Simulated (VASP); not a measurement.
Ni:

```xyz
1
Lattice="0.0000 1.7659 1.7659 1.7659 0.0000 1.7659 1.7659 1.7659 0.0000" Properties=species:S:1:pos:R:3 pbc="T T T"
Ni    0.0000    0.0000    0.0000
```

Base run:

```yaml
Program: VASP 6.6.1
Functional: PBE
Potentials_or_basis: VASP PAW PBE potentials, release 64 (Ni)
Cutoff: 600 eV
k_mesh: 14 × 14 × 14
Occupations: fermi-dirac, width 0.1 eV
Spin: collinear spin, ferromagnetic start
Starting_moments: "[2.0] μB"
```

Its results: pressure -1.9 GPa; net moment 0.60 μB per cell; site moments Ni +0.61 μB.

Task: The run is repeated on the same cell with these changes: occupations from fermi-dirac, width 0.1 eV to tetrahedron. What comes out?

Result: Pressure -2.4 GPa; net moment 0.61 μB per cell; site moments Ni +0.63 μB.

Caveats: tetrahedron occupations give inexact forces and stress in metals (some runs).
